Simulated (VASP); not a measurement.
# YZr (P-6m2) in VASP: further runs

The runs below take YZr through single point, with LDA.

Everything below comes from runs of VASP 6.6.1. Logs are shortened: lines on timing, memory, paths and dates and some standing lists are left out, and cuts for length are marked.

### 1 The cell of the first run

Symmetry: P-6m2, No. 187, hexagonal system. Conventional cell: a = 3.424 Å, b = 3.424 Å, c = 5.943 Å, α = 90.00°, β = 90.00°, γ = 120.00°. Within 4.5 Å of Y (site symmetry -6m2) lie 6 Y at 3.42 Å and 6 Zr at 3.57 Å. Zr (site symmetry -6m2) has 6 Zr at 3.42 Å and 6 Y at 3.57 Å within 4.5 Å.

### 2 Single point, LDA (strain +0.1000 x Voigt [0, 0, 1, 0, 0, 0])

Contents of INCAR:

```
SYSTEM = YZr
ALGO     = Normal         ! electronic algorithm
EDIFF    = 1E-6           ! SCF threshold, eV
ENCUT    = 520            ! plane-wave cutoff, eV
ISIF     = 2              ! what is computed and relaxed
ISMEAR   = 0              ! smearing method
LASPH    = .True.         ! aspherical terms in the spheres
LCHARG   = .True.         ! write CHGCAR
LELF     = .True.         ! ELF
LREAL    = .False.        ! projectors in reciprocal space
LVHAR    = .True.       
LWAVE    = .False.        ! write WAVECAR
NBANDS   = 18             ! bands
NELM     = 100            ! most SCF steps
PREC     = Accurate       ! precision mode
SIGMA    = 0.15           ! smearing width, eV
```

Contents of KPOINTS:

```
k-points
0
Gamma
  18 18 10
  0 0 0
```

Contents of POSCAR:

```
YZr
1.0
    3.4235833799      0.0000000000      0.0000000000
   -1.7117916900      2.9649101790      0.0000000000
    0.0000000000      0.0000000000      5.9428457000
Y Zr
1 1
Direct
    0.6666666667      0.3333333333      0.5000000000
    0.3333333333      0.6666666667      0.0000000000
```

Potentials or basis: VASP PAW LDA potentials, release 64 (Y_sv, Zr_sv).

Command:

```sh
$ cat potpaw_LDA.64/Y_sv/POTCAR potpaw_LDA.64/Zr_sv/POTCAR > POTCAR
$ mpirun -np 1 vasp_std > vasp.out
```

OUTCAR:

```text
SYSTEM = YZr
   EDIFF = 1E-6
   ENCUT = 520
   ISIF = 2
   ISMEAR = 0
   LASPH = .True.
   LREAL = .False.
   NELM = 100
   PREC = Accurate

 ion  position               nearest neighbor table
   1  0.667  0.333  0.500-   2 3.57   2 3.57   2 3.57   2 3.57   2 3.57   2 3.57
   2  0.333  0.667  0.000-   1 3.57   1 3.57   1 3.57   1 3.57   1 3.57   1 3.57

  LATTYP: Found a hexagonal cell.
 ALAT       =     3.4235833799
 C/A-ratio  =     1.7358554008

  Lattice vectors:

 A1 = (   3.4235833799,   0.0000000000,   0.0000000000)
 A2 = (  -1.7117916900,   2.9649101790,   0.0000000000)
 A3 = (   0.0000000000,   0.0000000000,   5.9428457000)

Analysis of symmetry for initial positions (statically):
=====================================================================
 Subroutine PRICEL returns:
 Original cell was already a primitive cell.

 Routine SETGRP: Setting up the symmetry group for a
 hexagonal supercell.

 Subroutine GETGRP returns: Found 12 space group operations
 (whereof 12 operations were pure point group operations)
 out of a pool of 24 trial point group operations.

The static configuration has the point symmetry D_3h.

Analysis of symmetry for dynamics (positions and initial velocities):
=====================================================================
 Subroutine PRICEL returns:
 Original cell was already a primitive cell.

 Routine SETGRP: Setting up the symmetry group for a
 hexagonal supercell.

 Subroutine GETGRP returns: Found 12 space group operations
 (whereof 12 operations were pure point group operations)
 out of a pool of 24 trial point group operations.

The dynamic configuration has the point symmetry D_3h.

 Subroutine INISYM returns: Found 12 space group operations
 (whereof 12 operations are pure point group operations),
 and found     1 'primitive' translations

----------------------------------------------------------------------------------------

                                     Primitive cell

  volume of cell :      60.3236

  direct lattice vectors                    reciprocal lattice vectors
     3.423583380  0.000000000  0.000000000     0.292091615  0.168639173  0.000000000
    -1.711791690  2.964910179  0.000000000     0.000000000  0.337278346  0.000000000
     0.000000000  0.000000000  5.942845700     0.000000000  0.000000000  0.168269555

  length of vectors
[... 80 lines left out ...]
   ENCUT  =  520.0 eV  38.22 Ry    6.18 a.u.   6.37  6.37 11.05*2*pi/ulx,y,z
   NELM   =    100;   NELMIN=  2; NELMDL= -5     # of ELM steps
   EDIFF  = 0.1E-05   stopping-criterion for ELM
   LREAL  =      F    real-space projection
   EDIFFG = 0.1E-04   stopping-criterion for IOM
   NSW    =      0    number of steps for IOM
   IBRION =     -1    ionic relax: 0-MD 1-quasi-New 2-CG
   NFREE  =      0    steps in history (QN), initial steepest desc. (CG)
   ISIF   =      2    stress and relaxation
   ISYM   =      2    0-nonsym 1-usesym 2-fastsym
   POTIM  = 0.5000    time-step for ionic-motion
   TEBEG  =    0.0;   TEEND  =   0.0 temperature during run
   PSTRESS=    0.0 pullay stress
   NELECT =      23.0000    total number of electrons
   NUPDOWN=      -1.0000    fix difference up-down
   EMIN   =  10.00;   EMAX   =-10.00  energy-range for DOS
   EFERMI =   0.00;   METHOD = LEGACY
   ISMEAR =     0;   SIGMA  =   0.15  broadening in eV -4-tet -1-fermi 0-gaus
   EFERMI_NEDOS =   21; number of points for ismear=-14 and -15
   IALGO  =     38    algorithm
   IMIX   =      4    mixing-type and parameters
     AMIX     =   0.40;   BMIX     =  1.00
     AMIX_MAG =   1.60;   BMIX_MAG =  1.00
  volume/ion in A,a.u.               =      30.16       203.54
  Fermi-wavevector in a.u.,A,eV,Ry     =   1.187103  2.243300 19.173520  1.409214
  Thomas-Fermi vector in A             =   2.323262
   LORBIT       =      0    0 simple, 1 ext, 2 COOP (PROOUT), +10 PAW based schemes
   GGA     = CA    functional components
   LHFCALC =     F    Hartree Fock is set to
   AEXX    =    0.0000 exact exchange contribution
   IVDW    =     0    specifies the selected vdW correction
   LEPSILON=     F    determine dielectric tensor
   LRPA    =     F    only Hartree local field effects (RPA)
 non-spin polarized calculation
 Gauss-broadening in eV      SIGMA  =   0.15
  energy-cutoff  :      520.00
  volume of cell :       60.32
 maximum number of plane-waves:      1644
 NGX is ok and might be reduce to    28
   NGX = 13   NGY = 13   NGZ = 23

 number of electron      23.0000000 magnetization

 Free energy of the ion-electron system (eV)
  ---------------------------------------------------
  ext. energy  EPLUGINS =         0.00000000
  ---------------------------------------------------
  free energy    TOTEN  =       -15.63258613 eV

  energy without entropy =      -15.59085030  energy(sigma->0) =      -15.61171821

 E-fermi :   4.6378     XC(G=0): -10.0684

 val. band max:        4.6339100492   @ k =   0.2222   0.1667   0.4000
 cond. band min:       4.6377920730   @ k =   0.2778   0.1111   0.5000
 fundamental gap:      0.0038820238
 Fermi energy:         4.6377888048

 k-point     1 :       0.0000    0.0000    0.0000
  band No.  band energies     occupation
      1     -44.1985      2.00000
      2     -37.6234      2.00000
      3     -22.3598      2.00000
      4     -22.1056      2.00000
      5     -22.1056      2.00000
      6     -17.7120      2.00000
[... 481 lines left out ...]
      5     -22.2221      2.00000
      6     -18.0454      2.00000
[... 10 lines left out ...]
     17       8.9472      0.00000
     18       9.1284      0.00000

 [... further k-points ...]

------------------------ aborting loop because EDIFF is reached ----------------------------------------

  FORCE on cell =-STRESS in cart. coord.  units (eV):
  Direction    XX          YY          ZZ          XY          YZ          ZX
  --------------------------------------------------------------------------------------
  -------------------------------------------------------------------------------------
  Total       -2.9998661     -2.9998661     -4.7524669      0.0000000     -0.0000000      0.0000000
  in kB      -79.6756369    -79.6756369   -126.2242438      0.0000000     -0.0000000      0.0000000
  external PRESSURE =     -95.1918392 kB  Pullay stress =       0.0000000 kB

 VOLUME and BASIS-vectors are now :
 -----------------------------------------------------------------------------
  energy-cutoff  :      520.00
  volume of cell :       60.32
      direct lattice vectors                 reciprocal lattice vectors
     3.423583380  0.000000000  0.000000000     0.292091615  0.168639173  0.000000000
    -1.711791690  2.964910179  0.000000000     0.000000000  0.337278346  0.000000000
     0.000000000  0.000000000  5.942845700     0.000000000  0.000000000  0.168269555

 POSITION                                       TOTAL-FORCE (eV/Angst)
 -----------------------------------------------------------------------------------
      1.71179      0.98830      2.97142         0.000000      0.000000      0.000000
     -0.00000      1.97661      0.00000        -0.000000      0.000000      0.000000
 -----------------------------------------------------------------------------------
    total drift:                                0.000000     -0.000000     -0.000000

  FREE ENERGIE OF THE ION-ELECTRON SYSTEM (eV)
  ---------------------------------------------------
  free  energy   TOTEN  =       -15.6325861267 eV

  energy  without entropy=      -15.5908502966  energy(sigma->0) =      -15.61171821
```

stdout:

```text
POSCAR found type information on POSCAR Y Zr
 POSCAR found :  2 types and       2 ions
 scaLAPACK will be used
 LDA part: xc-table for (Slater(with rela. corr.)+CA(PZ))
 , standard interpolation
 POSCAR, INCAR and KPOINTS ok, starting setup
 FFT: planning ... GRIDC
 FFT: planning ... GRID_SOFT
 FFT: planning ... GRID
 WAVECAR not read
 entering main loop
```

Run time: 3.4 min. Hardware: 1 thread of Intel Xeon Platinum 8488C (Sapphire Rapids), shared host; peak memory 0.38 GiB.

What came out:

```yaml
Free_energy: -15.6326 eV
Pressure: -9.5 GPa
Band_gap_on_the_k_mesh: zero (an odd number of electrons rules out a gap without spin polarisation)
```

Stress tensor (GPa, compression positive):
```
 -7.97   0.00   0.00
  0.00  -7.97   0.00
  0.00   0.00 -12.62
```

Levels at points of the mesh, in eV from the Fermi level:
| k point | band 9 | band 10 | band 11 | band 12 | band 13 | band 14 |
| --- | --- | --- | --- | --- | --- | --- |
| (0.00, 0.00, 0.00) | -4.85 | -2.31 | 0.44 | 0.88 | 1.11 | 1.11 |
| (0.50, 0.00, 0.00) | -1.84 | -1.50 | -1.24 | 0.15 | 0.79 | 1.35 |
| (0.00, 0.00, 0.50) | -3.66 | -3.47 | -0.04 | 0.56 | 1.05 | 1.05 |
| (0.50, 0.00, 0.50) | -1.99 | -1.87 | -0.57 | -0.32 | 1.24 | 1.74 |

Caveat: the cell differs from its parent crystal (strain +0.1000 x Voigt [0, 0, 1, 0, 0, 0]); the cell stands under tension.

### 3 Single point, LDA (strain -0.0500 x Voigt [0, 0, 1, 0, 0, 0])

Contents of INCAR:

```
SYSTEM = YZr
  ALGO = Normal
  EDIFF = 1E-6
  ENCUT = 520
  ISIF = 2
  ISMEAR = 0
  LASPH = .TRUE.
  LCHARG = .TRUE.
  LELF = .TRUE.
  LREAL = .FALSE.
  LVHAR = .TRUE.
  LWAVE = .FALSE.
  NBANDS = 18
  NELM = 100
  PREC = Accurate
  SIGMA = 0.15
```

Contents of KPOINTS:

```
k-points
0
G
  18 18 10
  0 0 0
```

POSCAR, as its differences from that of step 2:

```diff
@@ -4,3 +4,3 @@
    -1.7117916900      2.9649101790      0.0000000000
-    0.0000000000      0.0000000000      5.9428457000
+    0.0000000000      0.0000000000      5.1324576500
 Y Zr
```

Potentials or basis: VASP PAW LDA potentials, release 64 (Y_sv, Zr_sv).

Command:

```sh
$ cat potpaw_LDA.64/Y_sv/POTCAR potpaw_LDA.64/Zr_sv/POTCAR > POTCAR
$ mpirun -np 1 vasp_std > vasp.out
```

Wall time 2.5 min (1 thread of Intel Xeon Platinum 8488C (Sapphire Rapids), shared host); peak memory 0.36 GiB.

Results (log left out):

```
Free energy            : -15.9999 eV
Pressure               : -2.2 GPa
Band gap on the k mesh : zero (an odd number of electrons rules out a gap without spin polarisation)
```

Stress tensor (GPa, compression positive):
```
-3.47  0.00  0.00
 0.00 -3.47  0.00
 0.00  0.00  0.43
```

Levels at points of the mesh, in eV from the Fermi level:
| k point | band 10 | band 11 | band 12 | band 13 | band 14 | band 15 |
| --- | --- | --- | --- | --- | --- | --- |
| (0.00, 0.00, 0.00) | -2.37 | 1.10 | 1.10 | 1.92 | 2.10 | 2.10 |
| (0.50, 0.00, 0.00) | -1.84 | -1.34 | 0.01 | 0.75 | 1.63 | 2.29 |
| (0.00, 0.00, 0.50) | -3.19 | 0.48 | 0.86 | 0.86 | 1.28 | 1.28 |
| (0.50, 0.00, 0.50) | -2.12 | -0.44 | -0.04 | 1.58 | 1.93 | 2.19 |

Caveat: the cell differs from its parent crystal (strain -0.0500 x Voigt [0, 0, 1, 0, 0, 0]).

### 4 Single point, LDA (strain +0.0750 x Voigt [0, 0, 1, 0, 0, 0])

Contents of INCAR:

```
ALGO = Normal ; EDIFF = 1E-6
ENCUT = 520 ; GGA = CA
ISIF = 2 ; ISMEAR = 0
LASPH = True ; LCHARG = False
LREAL = False ; LWAVE = False
NBANDS = 18 ; NELM = 100
PREC = Accurate ; SIGMA = 0.15
```

Contents of KPOINTS:

```
k-points
0
Gamma
  18 18 10
```

POSCAR, as its differences from that of step 3:

```diff
@@ -4,3 +4,3 @@
    -1.7117916900      2.9649101790      0.0000000000
-    0.0000000000      0.0000000000      5.1324576500
+    0.0000000000      0.0000000000      5.8077810250
 Y Zr
```

Potentials or basis: VASP PAW LDA potentials, release 64 (Y_sv, Zr_sv).

Command:

```sh
$ cat potpaw_LDA.64/Y_sv/POTCAR potpaw_LDA.64/Zr_sv/POTCAR > POTCAR
$ mpirun -np 1 vasp_std > vasp.out
```

OUTCAR:

```text
EDIFF = 1E-6
   ENCUT = 520
   GGA = CA
   ISIF = 2
   ISMEAR = 0
   LASPH = True
   LREAL = False
   NELM = 100
   PREC = Accurate

 ion  position               nearest neighbor table
   1  0.667  0.333  0.500-   2 3.51   2 3.51   2 3.51   2 3.51   2 3.51   2 3.51
   2  0.333  0.667  0.000-   1 3.51   1 3.51   1 3.51   1 3.51   1 3.51   1 3.51

  LATTYP: Found a hexagonal cell.
 ALAT       =     3.4235833799
 C/A-ratio  =     1.6964041417

  Lattice vectors:

 A1 = (   3.4235833799,   0.0000000000,   0.0000000000)
 A2 = (  -1.7117916900,   2.9649101790,   0.0000000000)
 A3 = (   0.0000000000,   0.0000000000,   5.8077810250)

Analysis of symmetry for initial positions (statically):
=====================================================================
 Subroutine PRICEL returns:
 Original cell was already a primitive cell.

 Routine SETGRP: Setting up the symmetry group for a
 hexagonal supercell.

 Subroutine GETGRP returns: Found 12 space group operations
 (whereof 12 operations were pure point group operations)
 out of a pool of 24 trial point group operations.

The static configuration has the point symmetry D_3h.

Analysis of symmetry for dynamics (positions and initial velocities):
=====================================================================
 Subroutine PRICEL returns:
 Original cell was already a primitive cell.

 Routine SETGRP: Setting up the symmetry group for a
 hexagonal supercell.

 Subroutine GETGRP returns: Found 12 space group operations
 (whereof 12 operations were pure point group operations)
 out of a pool of 24 trial point group operations.

The dynamic configuration has the point symmetry D_3h.

 Subroutine INISYM returns: Found 12 space group operations
 (whereof 12 operations are pure point group operations),
 and found     1 'primitive' translations

[... 111 lines left out ...]
   IALGO  =     38    algorithm
   IMIX   =      4    mixing-type and parameters
     AMIX     =   0.40;   BMIX     =  1.00
     AMIX_MAG =   1.60;   BMIX_MAG =  1.00
  volume/ion in A,a.u.               =      29.48       198.92
  Fermi-wavevector in a.u.,A,eV,Ry     =   1.196235  2.260557 19.469644  1.430978
  Thomas-Fermi vector in A             =   2.332181
   LORBIT       =      0    0 simple, 1 ext, 2 COOP (PROOUT), +10 PAW based schemes
   GGA     = CA    functional components
   LHFCALC =     F    Hartree Fock is set to
   AEXX    =    0.0000 exact exchange contribution
   IVDW    =     0    specifies the selected vdW correction
   LEPSILON=     F    determine dielectric tensor
   LRPA    =     F    only Hartree local field effects (RPA)
 non-spin polarized calculation
 Gauss-broadening in eV      SIGMA  =   0.15
  energy-cutoff  :      520.00
  volume of cell :       58.95
 maximum number of plane-waves:      1629
 NGX is ok and might be reduce to    28
   NGX = 13   NGY = 13   NGZ = 21

 number of electron      23.0000000 magnetization

 Free energy of the ion-electron system (eV)
  ---------------------------------------------------
  ext. energy  EPLUGINS =         0.00000000
  ---------------------------------------------------
  free energy    TOTEN  =       -15.73502404 eV

  energy without entropy =      -15.69355564  energy(sigma->0) =      -15.71428984

 E-fermi :   4.8006     XC(G=0): -10.1644

 val. band max:        4.7998247794   @ k =   0.0556   0.0556   0.3000
 cond. band min:       4.8057165278   @ k =   0.1667   0.1111   0.1000
 fundamental gap:      0.0058917483
 Fermi energy:         4.8006282542

 k-point     1 :       0.0000    0.0000    0.0000
  band No.  band energies     occupation
      1     -43.9848      2.00000
      2     -37.3891      2.00000
      3     -22.1615      2.00000
      4     -21.8945      2.00000
      5     -21.8945      2.00000
      6     -17.4867      2.00000
[... 481 lines left out ...]
      5     -22.0116      2.00000
      6     -17.8185      2.00000
[... 10 lines left out ...]
     17       9.2204      0.00000
     18       9.5000      0.00000

 [... further k-points ...]

------------------------ aborting loop because EDIFF is reached ----------------------------------------

  FORCE on cell =-STRESS in cart. coord.  units (eV):
  Direction    XX          YY          ZZ          XY          YZ          ZX
  --------------------------------------------------------------------------------------
  -------------------------------------------------------------------------------------
  Total       -2.7270689     -2.7270689     -4.1709098      0.0000000      0.0000000     -0.0000000
  in kB      -74.1146409    -74.1146409   -113.3544814      0.0000000      0.0000000     -0.0000000
  external PRESSURE =     -87.1945878 kB  Pullay stress =       0.0000000 kB

 VOLUME and BASIS-vectors are now :
 -----------------------------------------------------------------------------
  energy-cutoff  :      520.00
  volume of cell :       58.95
      direct lattice vectors                 reciprocal lattice vectors
     3.423583380  0.000000000  0.000000000     0.292091615  0.168639173  0.000000000
    -1.711791690  2.964910179  0.000000000     0.000000000  0.337278346  0.000000000
     0.000000000  0.000000000  5.807781025     0.000000000  0.000000000  0.172182800

 POSITION                                       TOTAL-FORCE (eV/Angst)
 -----------------------------------------------------------------------------------
      1.71179      0.98830      2.90389        -0.000000      0.000000      0.000000
     -0.00000      1.97661      0.00000         0.000000      0.000000      0.000000
 -----------------------------------------------------------------------------------
    total drift:                                0.000000     -0.000000     -0.000000

  FREE ENERGIE OF THE ION-ELECTRON SYSTEM (eV)
  ---------------------------------------------------
  free  energy   TOTEN  =       -15.7350240410 eV

  energy  without entropy=      -15.6935556400  energy(sigma->0) =      -15.71428984
```

stdout:

```text
POSCAR found type information on POSCAR Y Zr
 POSCAR found :  2 types and       2 ions
 scaLAPACK will be used
 LDA part: xc-table for (Slater(with rela. corr.)+CA(PZ))
 , standard interpolation
 POSCAR, INCAR and KPOINTS ok, starting setup
 FFT: planning ... GRIDC
 FFT: planning ... GRID_SOFT
 FFT: planning ... GRID
 WAVECAR not read
 entering main loop
```

Wall time 3 min (1 thread of Intel Xeon Platinum 8488C (Sapphire Rapids), shared host); peak memory 0.39 GiB.

Results:

```yaml
Free_energy: -15.7350 eV
Pressure: -8.7 GPa
Band_gap_on_the_k_mesh: zero (an odd number of electrons rules out a gap without spin polarisation)
```

Caveat: the cell differs from its parent crystal (strain +0.0750 x Voigt [0, 0, 1, 0, 0, 0]); the cell stands under tension.

### 5 Summary

```tsv
cell	gap on the mesh (eV)	pressure (GPa)
a = 3.424, b = 3.424, c = 5.943 Å, angles 90.0, 90.0, 120.0°, 2 atoms	none	-9.5
a = 3.424, b = 3.424, c = 5.132 Å, angles 90.0, 90.0, 120.0°, 2 atoms	none	-2.2
a = 3.424, b = 3.424, c = 5.808 Å, angles 90.0, 90.0, 120.0°, 2 atoms	none	-8.7
```

Alike in all rows: task single point; level LDA; potentials or basis VASP PAW LDA potentials, release 64 (Y_sv, Zr_sv); no spin polarisation; k mesh 18 × 18 × 10; cutoff (eV) 520; smearing gaussian 0.15 eV.

Caveats: the cell stands under tension (at least some runs).

Absolute energies hang on the potentials; compare differences alone.
